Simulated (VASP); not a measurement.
# Si (C2) in VASP: further runs

The runs below take Si through single point, with LDA.

All numbers are computed with VASP 6.6.1; they aren't measurements. Logs are shortened: lines on timing, memory, paths and dates and some standing lists are left out, and cuts for length are marked.

### Step 1. The cell of the first run

It takes space group C2 (No. 5, monoclinic). The conventional cell has a = 3.802 Å, b = 6.585 Å, c = 12.593 Å, α = 90.00°, β = 92.88°, γ = 90.00°. Within 3.1 Å of Si (site symmetry 1) lie 4 Si at 2.33 to 2.44 Å. Si (site symmetry 1) has 4 Si at 2.33 to 2.35 Å within 3.1 Å. Within 3.1 Å of Si (site symmetry 1) lie 4 Si at 2.33 to 2.35 Å. Within 3.1 Å of Si (site symmetry 1) lie 4 Si at 2.33 to 2.35 Å.

### Step 2. Single point, LDA (the part above a cut slid along it)

Input file INCAR:

```
SYSTEM = Si
PREC     = Accurate       ! precision mode
ENCUT    = 520            ! plane-wave cutoff, eV
EDIFF    = 1E-6           ! SCF threshold, eV
ISMEAR   = 0              ! smearing method
SIGMA    = 0.03           ! smearing width, eV
LREAL    = .FALSE.        ! projectors in reciprocal space
LASPH    = .TRUE.         ! aspherical terms in the spheres
NELM     = 100            ! most SCF steps
ALGO     = Normal         ! electronic algorithm
ISIF     = 2              ! what is computed and relaxed
LWAVE    = .FALSE.        ! write WAVECAR
LCHARG   = .FALSE.        ! write CHGCAR
NBANDS   = 26             ! bands
```

Input file KPOINTS:

```
Automatic mesh
0
G
  10 10 3
  0 0 0
```

Input file POSCAR:

```
Si
1.0
   -3.8016851185      0.0000000000      0.0000000000
   -1.9008425592     -3.2923558898      0.0000000000
   -0.3168070932     -0.5487259816     12.5773876662
Si
8
Direct
    0.3333333333      0.1822469962      0.9065180230
    0.3333333333      0.2655803295      0.4065180230
    0.6666666667      0.6405803295      0.1565180230
    0.6666666667      0.5572469962      0.6565180230
    0.3333333333      0.3177530038      0.0934819770
    0.3333333333      0.2344196705      0.5934819770
    0.6666666667      0.6094196705      0.3434819770
    0.6666666667      0.5260863372      0.8434819770
```

Potentials or basis: VASP PAW LDA potentials, release 64 (Si).

Run with:

```console
$ cat potpaw_LDA.64/Si/POTCAR > POTCAR
$ mpirun -np 1 vasp_std > vasp.out
```

OUTCAR:

```text
SYSTEM = Si
   PREC = Accurate
   ENCUT = 520
   EDIFF = 1E-6
   ISMEAR = 0
   LREAL = .FALSE.
   LASPH = .TRUE.
   NELM = 100
   ISIF = 2

 ion  position               nearest neighbor table
   1  0.333  0.182  0.907-   8 2.33   8 2.33   8 2.33   5 2.44
   2  0.333  0.266  0.407-   7 2.33   7 2.33   7 2.33   6 2.35
   3  0.667  0.641  0.157-   5 2.33   5 2.33   5 2.33   7 2.35
   4  0.667  0.557  0.657-   6 2.33   6 2.33   6 2.33   8 2.35
   5  0.333  0.318  0.093-   3 2.33   3 2.33   3 2.33   1 2.44
   6  0.333  0.234  0.593-   4 2.33   4 2.33   4 2.33   2 2.35
   7  0.667  0.609  0.343-   2 2.33   2 2.33   2 2.33   3 2.35
   8  0.667  0.526  0.843-   1 2.33   1 2.33   1 2.33   4 2.35

  LATTYP: Found a base centered monoclinic cell.
 ALAT       =     3.8016851185
 B/A-ratio  =     1.7320508076
 C/A-ratio  =     3.3125671986
 COS(beta)  =    -0.0503134447

  Lattice vectors:

 A1 = (   3.8016851185,   0.0000000000,   0.0000000000)
 A2 = (  -1.9008425593,   3.2923558898,   0.0000000000)
 A3 = (  -0.3168070932,  -0.5487259816,  12.5773876662)

Analysis of symmetry for initial positions (statically):
=====================================================================
 Subroutine PRICEL returns:
 Original cell was already a primitive cell.

 Routine SETGRP: Setting up the symmetry group for a
 base centered monoclinic supercell.

 Subroutine GETGRP returns: Found  2 space group operations
 (whereof  1 operations were pure point group operations)
 out of a pool of  4 trial point group operations.

The static configuration has the point symmetry C_1 .
 The point group associated with its full space group is C_2 .

Analysis of symmetry for dynamics (positions and initial velocities):
=====================================================================
 Subroutine PRICEL returns:
 Original cell was already a primitive cell.

 Routine SETGRP: Setting up the symmetry group for a
 base centered monoclinic supercell.

 Subroutine GETGRP returns: Found  2 space group operations
 (whereof  1 operations were pure point group operations)
 out of a pool of  4 trial point group operations.

The dynamic configuration has the point symmetry C_1 .
 The point group associated with its full space group is C_2 .

 Subroutine INISYM returns: Found  2 space group operations
 (whereof  1 operations are pure point group operations),
 and found     1 'primitive' translations

----------------------------------------------------------------------------------------

                                     Primitive cell

  volume of cell :     157.4249

  direct lattice vectors                    reciprocal lattice vectors
    -3.801685119  0.000000000  0.000000000    -0.263041249  0.151866936 -0.000000000
    -1.900842559 -3.292355890  0.000000000     0.000000000 -0.303733871 -0.013251294
    -0.316807093 -0.548725982 12.577387666     0.000000000  0.000000000  0.079507766

  length of vectors
     3.801685119  3.801685118 12.593337423     0.303733871  0.304022797  0.079507766

  position of ions in fractional coordinates (direct lattice)
     0.333333333  0.182246996  0.906518023
     0.333333333  0.265580329  0.406518023
     0.666666667  0.640580329  0.156518023
     0.666666667  0.557246996  0.656518023
     0.333333333  0.317753004  0.093481977
     0.333333333  0.234419671  0.593481977
     0.666666667  0.609419671  0.343481977
     0.666666667  0.526086337  0.843481977

  ion indices of the primitive-cell ions
   primitive index   ion index
                 1           1
                 2           2
                 3           3
                 4           4
                 5           5
                 6           6
                 7           7
                 8           8

----------------------------------------------------------------------------------------

 KPOINTS: Automatic mesh

Automatic generation of k-mesh.
 Grid dimensions read from file:
 generate k-points for:   10   10    3

 Generating k-lattice:

  Cartesian coordinates                     Fractional coordinates (reciprocal lattice)
    -0.026304125  0.015186694 -0.000000000     0.100000000  0.000000000 -0.000000000
     0.000000000 -0.030373387 -0.001325129     0.000000000  0.100000000 -0.000000000
     0.000000000  0.000000000  0.026502589     0.000000000  0.000000000  0.333333333

  Length of vectors
     0.030373387  0.030402280  0.026502589

  Shift w.r.t. Gamma in fractional coordinates (k-lattice)
     0.000000000  0.000000000  0.000000000

 Subroutine IBZKPT returns following result:
 ===========================================

 Found     86 irreducible k-points:

 Following reciprocal coordinates:
            Coordinates               Weight
  0.000000  0.000000  0.000000      1.000000
  0.100000  0.000000  0.000000      2.000000
  0.200000  0.000000  0.000000      2.000000
  0.300000  0.000000  0.000000      2.000000
  0.400000 -0.000000  0.000000      2.000000
  0.500000  0.000000  0.000000      1.000000
[... 16 lines left out ...]
  0.000000  0.400000  0.000000      4.000000
  0.100000  0.400000  0.000000      4.000000
 [... further k-points ...]
   k-points           NKPTS =     86   k-points in BZ     NKDIM =     86   number of bands    NBANDS=     26
   number of dos      NEDOS =    301   number of ions     NIONS =      8
   total plane-waves  NPLWV =  75264
   dimension x,y,z NGX =    28 NGY =   28 NGZ =   96
   dimension x,y,z NGXF=    56 NGYF=   56 NGZF=  192
   ions per type =               8
   NGX,Y,Z   is equivalent  to a cutoff of  12.24, 12.24, 12.67 a.u.
   NGXF,Y,Z  is equivalent  to a cutoff of  24.49, 24.49, 25.35 a.u.
 SYSTEM =  Si
   PREC   = accura    normal or accurate (medium, high low for compatibility)
   ISTART =      0    job   : 0-new  1-cont  2-samecut
   ICHARG =      2    charge: 1-file 2-atom 10-const
   ISPIN  =      1    spin polarized calculation?
   LNONCOLLINEAR =      F non collinear calculations
   LSORBIT =      F    spin-orbit coupling
   LASPH  =      T    aspherical Exc in radial PAW
   ENCUT  =  520.0 eV  38.22 Ry    6.18 a.u.   7.07  7.07 23.42*2*pi/ulx,y,z
   NELM   =    100;   NELMIN=  2; NELMDL= -5     # of ELM steps
   EDIFF  = 0.1E-05   stopping-criterion for ELM
   LREAL  =      F    real-space projection
[... 7 lines left out ...]
   TEBEG  =    0.0;   TEEND  =   0.0 temperature during run
   PSTRESS=    0.0 pullay stress
   NELECT =      32.0000    total number of electrons
   NUPDOWN=      -1.0000    fix difference up-down
   EMIN   =  10.00;   EMAX   =-10.00  energy-range for DOS
   EFERMI =   0.00;   METHOD = LEGACY
   ISMEAR =     0;   SIGMA  =   0.03  broadening in eV -4-tet -1-fermi 0-gaus
   EFERMI_NEDOS =   21; number of points for ismear=-14 and -15
   IALGO  =     38    algorithm
   IMIX   =      4    mixing-type and parameters
     AMIX     =   0.40;   BMIX     =  1.00
     AMIX_MAG =   1.60;   BMIX_MAG =  1.00
  volume/ion in A,a.u.               =      19.68       132.79
  Fermi-wavevector in a.u.,A,eV,Ry     =   0.962573  1.818999 12.606436  0.926547
  Thomas-Fermi vector in A             =   2.092044
   LORBIT       =      0    0 simple, 1 ext, 2 COOP (PROOUT), +10 PAW based schemes
   GGA     = CA    functional components
   LHFCALC =     F    Hartree Fock is set to
   AEXX    =    0.0000 exact exchange contribution
   IVDW    =     0    specifies the selected vdW correction
   LEPSILON=     F    determine dielectric tensor
   LRPA    =     F    only Hartree local field effects (RPA)
 non-spin polarized calculation
 Gauss-broadening in eV      SIGMA  =   0.03
  energy-cutoff  :      520.00
  volume of cell :      157.42
 maximum number of plane-waves:      4262
   NGX = 15   NGY = 15   NGZ = 47

 number of electron      31.9999998 magnetization

 Free energy of the ion-electron system (eV)
  ---------------------------------------------------
  ext. energy  EPLUGINS =         0.00000000
  ---------------------------------------------------
  free energy    TOTEN  =       -47.41226525 eV

  energy without entropy =      -47.41226525  energy(sigma->0) =      -47.41226525

 E-fermi :   6.3579     XC(G=0):  -9.6754

 val. band max:        6.2172413588   @ k =   0.0000   0.0000   0.0000
 cond. band min:       6.5079772498   @ k =   0.0000   0.5000  -0.0000
 fundamental gap:      0.2907358911
 Fermi energy:         6.3579429488

 k-point     1 :       0.0000    0.0000    0.0000
  band No.  band energies     occupation
      1      -6.1327      2.00000
      2      -5.3424      2.00000
      3      -5.3221      2.00000
      4      -3.8082      2.00000
      5      -1.0943      2.00000
      6       1.8928      2.00000
[... 18 lines left out ...]
     25       9.2191      0.00000
     26       9.2389      0.00000

 k-point     2 :       0.1000    0.0000    0.0000
  band No.  band energies     occupation
      1      -6.0138      2.00000
      2      -5.2247      2.00000
      3      -5.2039      2.00000
      4      -3.6875      2.00000
      5      -1.0256      2.00000
      6       1.9028      2.00000
[... 18 lines left out ...]
     25       9.5512      0.00000
     26       9.6246      0.00000

 k-point     3 :       0.2000    0.0000    0.0000
  band No.  band energies     occupation
      1      -5.6616      2.00000
      2      -4.8767      2.00000
      3      -4.8545      2.00000
      4      -3.3293      2.00000
      5      -0.8799      2.00000
      6       1.6667      2.00000
[... 572 lines left out ...]
 k-point    23 :       0.0000    0.4000    0.0000
  band No.  band energies     occupation
      1      -4.3655      2.00000
      2      -3.6892      2.00000
      3      -3.5291      2.00000
      4      -2.0404      2.00000
      5      -1.6902      2.00000
      6      -0.6491      2.00000
[... 18 lines left out ...]
     25      10.1888      0.00000
     26      11.6776      0.00000

 k-point    24 :       0.1000    0.4000    0.0000
  band No.  band energies     occupation
      1      -4.6524      2.00000
      2      -3.9662      2.00000
      3      -3.7932      2.00000
      4      -2.3206      2.00000
      5      -1.2954      2.00000
      6      -0.1164      2.00000
[... 18 lines left out ...]
     25      10.2739      0.00000
     26      11.0590      0.00000

 [... further k-points ...]
[... 5 lines left out ...]
  --------------------------------------------------------------------------------------
  -------------------------------------------------------------------------------------
  Total        0.0323094     -0.2418901     -0.7926544     -0.2374638      1.9322053      1.1155593
  in kB        0.3288261     -2.4618149     -8.0671679     -2.4167660     19.6648434     11.3535026
  external PRESSURE =      -3.4000522 kB  Pullay stress =       0.0000000 kB

 VOLUME and BASIS-vectors are now :
 -----------------------------------------------------------------------------
  energy-cutoff  :      520.00
  volume of cell :      157.42
      direct lattice vectors                 reciprocal lattice vectors
    -3.801685119  0.000000000  0.000000000    -0.263041249  0.151866936 -0.000000000
    -1.900842559 -3.292355890  0.000000000     0.000000000 -0.303733871 -0.013251294
    -0.316807093 -0.548725982 12.577387666     0.000000000  0.000000000  0.079507766

 POSITION                                       TOTAL-FORCE (eV/Angst)
 -----------------------------------------------------------------------------------
     -1.90084     -1.09745     11.40163        -0.261526     -0.540319      0.449719
     -1.90084     -1.09745      5.11293        -0.004133     -0.009748     -0.000226
     -3.80169     -2.19490      1.96859        -0.072421     -0.063451     -0.011529
     -3.80169     -2.19490      8.25728        -0.065770     -0.085970     -0.020181
     -1.90084     -1.09745      1.17576         0.337167      0.496648     -0.449719
     -1.90084     -1.09745      7.46445         0.006376      0.008453      0.000226
     -3.80169     -2.19490      4.32011         0.041567      0.099943      0.020181
     -3.80169     -2.19490     10.60880         0.018740      0.094444      0.011529
 -----------------------------------------------------------------------------------
    total drift:                               -0.000026      0.000010      0.000001

  FREE ENERGIE OF THE ION-ELECTRON SYSTEM (eV)
  ---------------------------------------------------
  free  energy   TOTEN  =       -47.4122652459 eV

  energy  without entropy=      -47.4122652459  energy(sigma->0) =      -47.41226525
```

Run time: 2.5 min. Hardware: 1 thread of AMD EPYC 9R45 (Zen 5), shared host; peak memory 0.33 GiB.

What came out:

```
Free energy            : -47.4123 eV
Pressure               : -0.3 GPa
Largest force          : 0.750 eV/Å
Band gap on the k mesh : 0.29 eV (least direct gap 1.08 eV)
```

Forces on the atoms (eV/Å):
```
Si  -0.262 -0.540  0.450
Si  -0.004 -0.010  0.000
Si  -0.072 -0.063 -0.012
Si  -0.066 -0.086 -0.020
Si   0.337  0.497 -0.450
Si   0.006  0.008  0.000
Si   0.042  0.100  0.020
Si   0.019  0.094  0.012
```

Stress tensor (GPa, compression positive):
```
 0.03 -0.24  1.14
-0.24 -0.25  1.97
 1.14  1.97 -0.81
```

Levels at points of the mesh, in eV from the valence-band top:
```
           k point  band 13  band 14  band 15  band 16  band 17  band 18  band 19  band 20
(0.00, 0.00, 0.00)    -0.87    -0.37    -0.04     0.00     1.08     1.74     1.87     1.97
(0.50, 0.00, 0.00)    -2.52    -2.39    -2.26    -1.51     0.34     0.63     0.84     1.53
(0.00, 0.50, 0.00)    -2.51    -2.45    -2.17    -1.48     0.29     0.62     0.82     1.27
```

Caveat: the cell differs from its parent crystal (the part above a cut slid along it). A k mesh can miss the band edges.

### Step 3. Single point, LDA (the part above a cut slid along it)

Input file INCAR:

```
SYSTEM = Si
ALGO = Normal
EDIFF = 1E-6
ENCUT = 520
GGA = CA
ISIF = 2
ISMEAR = 0
LASPH = .TRUE.
LCHARG = .FALSE.
LREAL = .FALSE.
LWAVE = .FALSE.
NBANDS = 26
NELM = 80
PREC = Accurate
SIGMA = 0.03
```

Input file KPOINTS:

```
k-points
0
G
  10 10 3
  0 0 0
```

Input file POSCAR:

```
Si
1.0
   -3.8016851185      0.0000000000      0.0000000000
   -1.9008425592     -3.2923558898      0.0000000000
   -0.4752106398     -0.8230889725     12.5773876662
Si
8
Direct
    0.3333333333      0.1067038276      0.9065180230
    0.3333333333      0.2317038276      0.4065180230
    0.6666666667      0.6275371609      0.1565180230
    0.6666666667      0.5025371609      0.6565180230
    0.3333333333      0.3099628391      0.0934819770
    0.3333333333      0.1849628391      0.5934819770
    0.6666666667      0.5807961724      0.3434819770
    0.6666666667      0.4557961724      0.8434819770
```

Potentials or basis: VASP PAW LDA potentials, release 64 (Si).

Run with:

```console
$ cat potpaw_LDA.64/Si/POTCAR > POTCAR
$ mpirun -np 1 vasp_std > vasp.out
```

It took 2.5 min on 1 thread of AMD EPYC 9R45 (Zen 5), shared host; peak memory 0.33 GiB.

It converged, with:

- Free energy: -47.1518 eV
- Pressure: -0.6 GPa
- Largest force: 1.185 eV/Å
- Band gap on the k mesh: 0.15 eV (least direct gap 1.15 eV)

Forces in eV/Å, atoms in the order of the input:
```
Si  -0.398 -0.853  0.720
Si  -0.006 -0.013 -0.001
Si  -0.098 -0.068 -0.016
Si  -0.103 -0.111 -0.046
Si   0.540  0.771 -0.720
Si   0.009  0.012  0.001
Si   0.045  0.144  0.046
Si   0.010  0.119  0.016
```

Stress tensor (GPa, compression positive):
```
-0.06 -0.54  1.74
-0.54 -0.68  3.02
 1.74  3.02 -1.19
```

Levels at points of the mesh, in eV from the valence-band top:
```
           k point  band 12  band 13  band 14  band 15  band 16  band 17  band 18  band 19  band 20  band 21
(0.00, 0.00, 0.00)    -0.86    -0.77    -0.36    -0.08     0.00     1.15     1.67     1.91     1.99     2.17
(0.50, 0.00, 0.00)    -2.79    -2.52    -2.28    -2.15    -1.57     0.40     0.41     0.88     1.53     1.70
(0.00, 0.50, 0.00)    -2.69    -2.55    -2.42    -1.96    -1.46     0.32     0.38     0.81     1.20     1.89
```

Caveat: the cell differs from its parent crystal (the part above a cut slid along it); forces of over 1 eV/Å act on the atoms, so gaps and moduli don't describe the material at rest. A k mesh can miss the band edges.

### Step 4. Single point, LDA (the part above a cut slid along it)

Input file INCAR:

```
SYSTEM = Si
  ALGO = Normal
  EDIFF = 1E-6
  ENCUT = 520
  ISIF = 2
  ISMEAR = 0
  LASPH = .True.
  LCHARG = .False.
  LREAL = .False.
  LWAVE = .False.
  NBANDS = 26
  NELM = 80
  PREC = Accurate
  SIGMA = 0.03
```

Input file KPOINTS:

```
k-points
0
Gamma
  10 10 3
  0 0 0
```

Input file POSCAR:

```
Si
1.0
   -3.8016851185      0.0000000000      0.0000000000
   -1.9008425592     -3.2923558898      0.0000000000
   -0.1584035466     -0.2743629908     12.5773876662
Si
8
Direct
    0.3333333333      0.2577901648      0.9065180230
    0.3333333333      0.2994568314      0.4065180230
    0.6666666667      0.6536234981      0.1565180230
    0.6666666667      0.6119568314      0.6565180230
    0.3333333333      0.3255431686      0.0934819770
    0.3333333333      0.2838765019      0.5934819770
    0.6666666667      0.6380431686      0.3434819770
    0.6666666667      0.5963765019      0.8434819770
```

Run with:

```console
$ cat potpaw_LDA.64/Si/POTCAR > POTCAR
$ mpirun -np 1 vasp_std > vasp.out
```

Run time: 2.3 min. Hardware: 1 thread of AMD EPYC 9R45 (Zen 5), shared host; peak memory 0.33 GiB.

Results (log left out):

- Free energy: -47.5555 eV
- Pressure: 0.0 GPa
- Largest force: 0.304 eV/Å
- Band gap on the k mesh: 0.27 eV (least direct gap 1.02 eV)

Forces in eV/Å, atoms in the order of the input:
```
Si  -0.124 -0.240  0.139
Si  -0.002 -0.005  0.000
Si  -0.035 -0.041 -0.003
Si  -0.031 -0.047 -0.005
Si   0.146  0.228 -0.139
Si   0.003  0.005  0.000
Si   0.025  0.051  0.005
Si   0.018  0.051  0.003
```

Stress tensor (GPa, compression positive):
```
 0.07 -0.06  0.53
-0.06  0.00  0.92
 0.53  0.92 -0.21
```

Levels at points of the mesh, in eV from the valence-band top:
```
           k point  band 14  band 15  band 16  band 17  band 18  band 19
(0.00, 0.00, 0.00)    -0.37    -0.01     0.00     1.02     1.77     1.81
(0.50, 0.00, 0.00)    -2.45    -2.37    -1.48     0.29     0.76     0.81
(0.00, 0.50, 0.00)    -2.47    -2.35    -1.47     0.27     0.75     0.82
```

Caveat: the cell differs from its parent crystal (the part above a cut slid along it). A k mesh can miss the band edges.

### Step 5. Overview

```tsv
cell	gap on the mesh (eV)	pressure (GPa)	largest force (eV/Å)
a = 3.802, b = 3.802, c = 12.593 Å, angles 87.1, 88.6, 60.0°, 8 atoms	0.29	-0.3	0.75
a = 3.802, b = 3.802, c = 12.613 Å, angles 85.7, 87.8, 60.0°, 8 atoms	0.15	-0.6	1.19
a = 3.802, b = 3.802, c = 12.581 Å, angles 88.6, 89.3, 60.0°, 8 atoms	0.27	0.0	0.30
```

Alike in all rows: task single point; level LDA; potentials or basis VASP PAW LDA potentials, release 64 (Si); no spin polarisation; k mesh 10 × 10 × 3; cutoff (eV) 520; smearing gaussian 0.03 eV.

Caveats: forces of over 1 eV/Å act on the atoms, so gaps and moduli don't describe the material at rest (at least some runs).

Absolute energies hang on the potentials; compare differences alone.
